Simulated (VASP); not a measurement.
## Al3B2P: single point with PBE

Al3B2P:

```
CELL_PARAMETERS angstrom
3.42292 0.00000 0.00000
-1.71146 2.96433 0.00000
0.00000 0.00000 8.31169
ATOMIC_POSITIONS crystal
Al 0.33333 0.66667 0.15392
Al 0.66667 0.33333 0.84608
Al 0.00000 0.00000 0.50000
B 0.33333 0.66667 0.67351
B 0.66667 0.33333 0.32649
P 0.00000 0.00000 0.00000
```

* Program: VASP 6.6.1
* Task: single point
* Functional: PBE
* Potentials or basis: VASP PAW PBE potentials, release 64 (Al, B, P)
* Cutoff: 520 eV
* k mesh: 6 × 6 × 2
* Occupations: gaussian, width 0.1 eV
* Spin: no spin polarisation
* Dipole correction: no
* Further INCAR settings: ALGO = Normal; EDIFF = 1e-06; NBANDS = 19

```
Pressure               : -1.2 GPa
Largest force          : 3.071 eV/Å
Band gap on the k mesh : zero (band 10 reaches 8.71 eV, above the bottom of band 11 at 5.20 eV)
```

Forces in eV/Å, atoms in the order of the input:
```
Al   0.000  0.000  3.071
Al   0.000  0.000 -3.071
Al   0.000  0.000  0.000
B    0.000  0.000 -0.469
B    0.000  0.000  0.469
P    0.000  0.000  0.000
```

Stress tensor (GPa, compression positive):
```
-1.90  0.00  0.00
 0.00 -1.90  0.00
 0.00  0.00  0.12
```

Levels at points of the mesh, in eV from the Fermi level:
| k point | band 6 | band 7 | band 8 | band 9 | band 10 | band 11 | band 12 | band 13 |
| --- | --- | --- | --- | --- | --- | --- | --- | --- |
| (0.00, 0.00, 0.00) | -1.11 | -1.11 | 1.62 | 1.62 | 1.65 | 2.14 | 2.14 | 3.58 |
| (0.50, 0.00, 0.00) | -5.32 | -3.14 | -1.84 | -0.97 | -0.73 | -0.26 | 0.09 | 0.52 |
| (0.00, 0.00, 0.50) | -1.11 | -0.91 | -0.46 | 1.84 | 1.84 | 1.87 | 1.87 | 3.59 |
| (0.50, 0.00, 0.50) | -3.89 | -3.76 | -3.13 | -2.84 | -0.35 | 0.21 | 0.93 | 1.22 |

Run time: 14 s on 1 thread of Intel(R) Xeon(R) Platinum 8559C (Emerald Rapids), on a shared host, peak memory 0.21 GiB.

Caveat: the k points lie up to 0.38 Å⁻¹ apart; forces of over 1 eV/Å act on the atoms, so gaps and moduli don't describe the material at rest.
